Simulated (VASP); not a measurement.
# Ga in VASP: further runs, part 2 of 2

VASP 6.6.1. Earlier steps stand in the parts before.

## 3. Single point, revPBE (volume scaled by 1.08)

Contents of INCAR:

```
SYSTEM = Ga
  ALGO = Normal
  EDIFF = 1E-6
  ENCUT = 520
  GGA = RE
  ISIF = 2
  ISMEAR = -1
  LASPH = .True.
  LCHARG = .False.
  LREAL = .False.
  LWAVE = .False.
  NBANDS = 20
  NELM = 60
  PREC = Accurate
  SIGMA = 0.1
```

Contents of KPOINTS:

```
k-points
0
Gamma
  13 13 11
  0 0 0
```

Contents of POSCAR:

```
Ga
1.0
    1.4401401310     -4.3917900460      0.0258486106
    1.4401401310      4.3917900460      0.0258486106
   -0.0600653612      0.0000000000      3.3613991312
Ga
2
Direct
    0.8677114022      0.1322885978      0.2500000000
    0.1322885978      0.8677114022      0.7500000000
```

Potentials or basis: VASP PAW PBE potentials, release 64 (Ga_d).

Command:

```bash
> cat potpaw_PBE.64/Ga_d/POTCAR > POTCAR
> mpirun -np 1 vasp_std > vasp.out
```

OUTCAR:

```text
SYSTEM = Ga
   EDIFF = 1E-6
   ENCUT = 520
   GGA = RE
   ISIF = 2
   ISMEAR = -1
   LASPH = .True.
   LREAL = .False.
   NELM = 60
   PREC = Accurate

 ion  position               nearest neighbor table
   1  0.868  0.132  0.250-   2 2.87   2 2.87
   2  0.132  0.868  0.750-   1 2.87   1 2.87

  LATTYP: Found a base centered monoclinic cell.
 ALAT       =     2.8807441730
 B/A-ratio  =     3.0490663400
 C/A-ratio  =     1.1670372463
 COS(beta)  =    -0.0000794972

  Lattice vectors:

 A1 = (  -1.4401401310,   4.3917900460,  -0.0258486106)
[... 190 lines left out ...]
      4     -10.3862      2.00000
      5     -10.2054      2.00000
      6     -10.2048      2.00000
[... 541 lines left out ...]
     19      14.1549      0.00000
     20      15.0308      0.00000

 [... further k-points ...]
[... 5 lines left out ...]
  --------------------------------------------------------------------------------------
  -------------------------------------------------------------------------------------
  Total       -0.4557012     -0.8321772     -0.6588272      0.0000000      0.0000000      0.0036426
  in kB      -17.1654448    -31.3466186    -24.8168359      0.0000000      0.0000000      0.1372096
  external PRESSURE =     -24.4429664 kB  Pullay stress =       0.0000000 kB

 VOLUME and BASIS-vectors are now :
 -----------------------------------------------------------------------------
  energy-cutoff  :      520.00
  volume of cell :       42.53
      direct lattice vectors                 reciprocal lattice vectors
     1.440140131 -4.391790046  0.025848611     0.347077119 -0.113848794  0.006201975
     1.440140131  4.391790046  0.025848611     0.347077119  0.113848794  0.006201975
    -0.060065361  0.000000000  3.361399131    -0.005337933  0.000000000  0.297399784

 POSITION                                       TOTAL-FORCE (eV/Angst)
 -----------------------------------------------------------------------------------
      1.42512     -3.22982      0.86620        -0.000000      0.018789      0.000000
      1.39509      3.22982      2.54690         0.000000     -0.018789     -0.000000
 -----------------------------------------------------------------------------------
    total drift:                               -0.000000     -0.000000      0.000000

  FREE ENERGIE OF THE ION-ELECTRON SYSTEM (eV)
  ---------------------------------------------------
  free  energy   TOTEN  =        -5.1769219166 eV

  energy  without entropy=       -5.1461247233  energy(sigma->0) =       -5.16152332
```

OSZICAR:

```text
N       E                     dE             d eps       ncg     rms          rms(c)
DAV:   1     0.135193449721E+03    0.13519E+03   -0.13235E+04 20780   0.235E+03
DAV:   2     0.696584589544E+01   -0.12823E+03   -0.12517E+03 20944   0.389E+02
DAV:   3    -0.501096866941E+01   -0.11977E+02   -0.11912E+02 22716   0.959E+01
DAV:   4    -0.520525139017E+01   -0.19428E+00   -0.19416E+00 22988   0.135E+01
DAV:   5    -0.520840673368E+01   -0.31553E-02   -0.31552E-02 22944   0.172E+00    0.115E+00
DAV:   6    -0.518193656900E+01    0.26470E-01   -0.59805E-02 27220   0.373E+00    0.629E-01
DAV:   7    -0.517730806155E+01    0.46285E-02   -0.14655E-02 27808   0.160E+00    0.174E-01
DAV:   8    -0.517689705862E+01    0.41100E-03   -0.19248E-03 21308   0.581E-01    0.177E-02
DAV:   9    -0.517692110044E+01   -0.24042E-04   -0.93015E-05 22848   0.101E-01    0.564E-03
DAV:  10    -0.517692223065E+01   -0.11302E-05   -0.65864E-06 22152   0.312E-02    0.103E-03
DAV:  11    -0.517692191656E+01    0.31409E-06   -0.53082E-07 13152   0.103E-02
   1 F= -.51769219E+01 E0= -.51615233E+01  d E =-.307972E-01
```

Run time: 5.8 min. Hardware: 1 thread of Intel Xeon 6975P-C (Granite Rapids), shared host; peak memory 0.45 GiB.

What came out:

| Item | Value |
| --- | --- |
| Free energy | -5.1769 eV |
| Pressure | -2.4 GPa |
| Largest force | 0.019 eV/Å |
| Band gap on the k mesh | zero (band 13 reaches 8.93 eV, above the bottom of band 14 at 1.33 eV) |

Forces in eV/Å, atoms in the order of the input:
```
Ga   0.000  0.019  0.000
Ga   0.000 -0.019  0.000
```

Caveat: the PAW data sets were made with another functional, which shifts forces and pressure a little.

## 4. Single point, revPBE (volume scaled by 1.12)

Contents of INCAR:

```
SYSTEM = Ga
PREC     = Accurate       ! precision mode
ENCUT    = 520            ! plane-wave cutoff, eV
EDIFF    = 1E-6           ! SCF threshold, eV
ISMEAR   = -1             ! smearing method
SIGMA    = 0.1            ! smearing width, eV
LREAL    = .FALSE.        ! projectors in reciprocal space
LASPH    = .TRUE.         ! aspherical terms in the spheres
NELM     = 60             ! most SCF steps
ALGO     = Normal         ! electronic algorithm
ISIF     = 2              ! what is computed and relaxed
LWAVE    = .FALSE.        ! write WAVECAR
LCHARG   = .FALSE.        ! write CHGCAR
GGA      = RE             ! functional
NBANDS   = 20             ! bands
```

Contents of KPOINTS:

```
regular mesh
0
G
  13 13 11
  0 0 0
```

Contents of POSCAR:

```
Ga
1.0
    1.4577045466     -4.4453537401      0.0261638686
    1.4577045466      4.4453537401      0.0261638686
   -0.0607979378      0.0000000000      3.4023958440
Ga
2
Direct
    0.8677114022      0.1322885978      0.2500000000
    0.1322885978      0.8677114022      0.7500000000
```

Command:

```bash
> cat potpaw_PBE.64/Ga_d/POTCAR > POTCAR
> mpirun -np 1 vasp_std > vasp.out
```

Wall time 6.3 min (1 thread of AMD EPYC 7R13 (Zen 3), shared host); peak memory 0.43 GiB.

It converged, with:

- Free energy: -5.1474 eV
- Pressure: -3.4 GPa
- Largest force: 0.019 eV/Å
- Band gap on the k mesh: zero (band 13 reaches 8.54 eV, above the bottom of band 14 at 1.16 eV)

Forces on the atoms (eV/Å):
```
Ga   0.000  0.019  0.000
Ga   0.000 -0.019  0.000
```

Stress tensor (GPa, compression positive):
```
-2.79  0.00  0.01
 0.00 -4.02  0.00
 0.01  0.00 -3.44
```

Levels at points of the mesh, in eV from the Fermi level:
```csv
k point,band 9,band 10,band 11,band 12,band 13,band 14,band 15,band 16,band 17,band 18
"(0.00, 0.00, 0.00)",-14.71,-14.64,-9.98,-2.65,-2.08,2.41,5.83,8.44,8.96,9.21
```

Caveat: the PAW data sets were made with another functional, which shifts forces and pressure a little.

## 5. The runs side by side

| cell | gap on the mesh (eV) | pressure (GPa) | largest force (eV/Å) |
| --- | --- | --- | --- |
| a = 4.505, b = 4.505, c = 3.277 Å, angles 90.0, 90.0, 143.7°, 2 atoms | none | 0.3 | 0.02 |
| a = 4.622, b = 4.622, c = 3.362 Å, angles 90.0, 90.0, 143.7°, 2 atoms | none | -2.4 | 0.02 |
| a = 4.678, b = 4.678, c = 3.403 Å, angles 90.0, 90.0, 143.7°, 2 atoms | none | -3.4 | 0.02 |

Alike in all rows: task single point; level revPBE; potentials or basis VASP PAW PBE potentials, release 64 (Ga_d); no spin polarisation; k mesh 13 × 13 × 11; cutoff (eV) 520; smearing fermi-dirac 0.1 eV.

Caveats: the PAW data sets were made with another functional, which shifts forces and pressure a little.

Total energies depend on the potentials used, so only differences within one code and one set of settings carry meaning.
